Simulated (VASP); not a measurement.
# MoS2 (R3m) in VASP: notebook, part 2 of 2

VASP 6.6.1. The steps go on from the part before.

### Step 3. Single point, PBEsol

This run uses another cell than the first one, of 16.78 Å³/atom.

INCAR

```
SYSTEM = MoS2
PREC = Accurate
ENCUT = 520
EDIFF = 1E-7
ISMEAR = 1
SIGMA = 0.13
LREAL = .FALSE.
LASPH = .TRUE.
NELM = 60
ALGO = Normal
ISIF = 2
LWAVE = .FALSE.
LCHARG = .FALSE.
GGA = PS
NBANDS = 20
```

KPOINTS

```
regular mesh
0
G
  11 11 11
  0 0 0
```

POSCAR

```
MoS2
1.0
    1.5513964098      0.8956957715      6.0386632405
   -1.5513964098      0.8956957715      6.0386632405
    0.0000000000     -1.7914013619      6.0386632405
Mo S
1 2
Direct
    0.0000000000      0.0000000000      0.0000000000
    0.2500000000      0.2500000000      0.2500000000
    0.4170000000      0.4170000000      0.4170000000
```

Potentials or basis: VASP PAW PBE potentials, release 64 (Mo_sv, S).

On the command line:

```bash
cat potpaw_PBE.64/Mo_sv/POTCAR potpaw_PBE.64/S/POTCAR > POTCAR
mpirun -np 1 vasp_std > vasp.out
```

OUTCAR:

```text
SYSTEM = MoS2
   PREC = Accurate
   ENCUT = 520
   EDIFF = 1E-7
   ISMEAR = 1
   LREAL = .FALSE.
   LASPH = .TRUE.
   NELM = 60
   ISIF = 2
   GGA = PS

 ion  position               nearest neighbor table
   1  0.000  0.000  0.000-   2 2.34   2 2.34   2 2.34   3 2.35   3 2.35   3 2.35
   2  0.250  0.250  0.250-   1 2.34   1 2.34   1 2.34
   3  0.417  0.417  0.417-   1 2.35   1 2.35   1 2.35

  LATTYP: Found a trigonal (rhomboedric) cell.
 ALAT       =     6.2987741242
 COS(alpha) =     0.8786713151

  Lattice vectors:

 A1 = (   1.5513964098,   0.8956957715,   6.0386632405)
 A2 = (  -1.5513964098,   0.8956957715,   6.0386632405)
 A3 = (   0.0000000000,  -1.7914013619,   6.0386632405)

Analysis of symmetry for initial positions (statically):
=====================================================================
 Subroutine PRICEL returns:
 Original cell was already a primitive cell.

 Routine SETGRP: Setting up the symmetry group for a
 trigonal (rhombohedral) supercell.

 Subroutine GETGRP returns: Found  6 space group operations
 (whereof  6 operations were pure point group operations)
[... 163 lines left out ...]

  energy without entropy =      -23.35599481  energy(sigma->0) =      -23.35597641

 E-fermi :   8.4540     XC(G=0): -11.2754

 val. band max:        8.3614833966   @ k =   0.4545   0.4545   0.4545
 cond. band min:       9.2109492030   @ k =  -0.1818   0.1818   0.0000
 fundamental gap:      0.8494658064
 Fermi energy:         8.4539584391

 k-point     1 :       0.0000    0.0000    0.0000
  band No.  band energies     occupation
      1     -53.1287      2.00000
      2     -27.3948      2.00000
      3     -27.0864      2.00000
      4     -27.0864      2.00000
      5      -7.1854      2.00000
      6      -5.2459      2.00000
[... 541 lines left out ...]
     19      16.7331      0.00000
     20      17.5971      0.00000

 [... further k-points ...]

------------------------ aborting loop because EDIFF is reached ----------------------------------------

  FORCE on cell =-STRESS in cart. coord.  units (eV):
  Direction    XX          YY          ZZ          XY          YZ          ZX
  --------------------------------------------------------------------------------------
  -------------------------------------------------------------------------------------
  Total        2.7066337      2.7066331      3.9757939      0.0000000     -0.0000022      0.0000000
  in kB       86.1317175     86.1317002    126.5195073      0.0000000     -0.0000686      0.0000000
  external PRESSURE =      99.5943083 kB  Pullay stress =       0.0000000 kB

 VOLUME and BASIS-vectors are now :
 -----------------------------------------------------------------------------
  energy-cutoff  :      520.00
  volume of cell :       50.35
      direct lattice vectors                 reciprocal lattice vectors
     1.551396410  0.895695772  6.038663241     0.322290291  0.186074405  0.055199956
    -1.551396410  0.895695772  6.038663241    -0.322290291  0.186074405  0.055199956
     0.000000000 -1.791401362  6.038663241     0.000000000 -0.372148810  0.055199653

 POSITION                                       TOTAL-FORCE (eV/Angst)
 -----------------------------------------------------------------------------------
      0.00000      0.00000      0.00000         0.000000     -0.000000      0.096849
      0.00000     -0.00000      4.52900         0.000000      0.000001     -1.271242
      0.00000     -0.00000      7.55437         0.000000     -0.000001      1.174393
 -----------------------------------------------------------------------------------
    total drift:                                0.000000     -0.000003      0.000010

  FREE ENERGIE OF THE ION-ELECTRON SYSTEM (eV)
  ---------------------------------------------------
  free  energy   TOTEN  =       -23.3559672138 eV

  energy  without entropy=      -23.3559948080  energy(sigma->0) =      -23.35597641
```

OSZICAR:

```text
N       E                     dE             d eps       ncg     rms          rms(c)
DAV:   1     0.184519422594E+03    0.18452E+03   -0.13656E+04  5864   0.124E+03
DAV:   2    -0.173794508111E+02   -0.20190E+03   -0.19603E+03  7144   0.321E+02
DAV:   3    -0.246214968920E+02   -0.72420E+01   -0.71779E+01  7160   0.571E+01
DAV:   4    -0.247030684448E+02   -0.81572E-01   -0.81518E-01  7148   0.644E+00
DAV:   5    -0.247042771210E+02   -0.12087E-02   -0.12086E-02  7296   0.761E-01    0.295E+01
DAV:   6    -0.236262375905E+02    0.10780E+01   -0.76169E+00  6220   0.180E+01    0.981E+00
DAV:   7    -0.234574742425E+02    0.16876E+00   -0.26573E+00  6028   0.979E+00    0.669E+00
DAV:   8    -0.233569763954E+02    0.10050E+00   -0.48962E-01  6488   0.444E+00    0.182E+00
DAV:   9    -0.233570130350E+02   -0.36640E-04   -0.19039E-02  6992   0.866E-01    0.700E-01
DAV:  10    -0.233559523779E+02    0.10607E-02   -0.62432E-03  6488   0.540E-01    0.999E-02
DAV:  11    -0.233559795280E+02   -0.27150E-04   -0.49639E-04  6744   0.159E-01    0.761E-02
DAV:  12    -0.233559617254E+02    0.17803E-04   -0.63833E-05  6948   0.493E-02    0.257E-02
DAV:  13    -0.233559672693E+02   -0.55439E-05   -0.75182E-06  6404   0.174E-02    0.423E-03
DAV:  14    -0.233559672138E+02    0.55449E-07   -0.79520E-07  7004   0.502E-03
   1 F= -.23355967E+02 E0= -.23355976E+02  d E =0.275942E-04
```

stdout:

```text
POSCAR found type information on POSCAR MoS
 POSCAR found :  2 types and       3 ions
 scaLAPACK will be used
 -----------------------------------------------------------------------------
|                                                                             |
|                                                                             |
|     You enforced a specific xc type in the INCAR file but a different       |
|     I HOPE YOU KNOW WHAT YOU ARE DOING!                                     |
|                                                                             |
 -----------------------------------------------------------------------------

 LDA part: xc-table for (Slater+PW92), standard interpolation
 POSCAR, INCAR and KPOINTS ok, starting setup
 FFT: planning ... GRIDC
 FFT: planning ... GRID_SOFT
 FFT: planning ... GRID
 WAVECAR not read
 entering main loop
```

Wall time 3.3 min (1 thread of Intel Xeon 6975P-C (Granite Rapids), shared host); peak memory 0.39 GiB.

Results:

| Property | Result |
| --- | --- |
| Free energy | -23.3560 eV |
| Pressure | 10.0 GPa |
| Largest force | 1.271 eV/Å |
| Band gap on the k mesh | 0.85 eV (least direct gap 2.04 eV) |

Forces in eV/Å, atoms in the order of the input:
```
Mo   0.000  0.000  0.097
S    0.000  0.000 -1.271
S    0.000  0.000  1.174
```

Caveat: the cell stands under pressure; the PAW data sets were made with another functional, which shifts forces and pressure a little; an odd mesh through Γ misses points on the zone boundary, where band edges can lie.
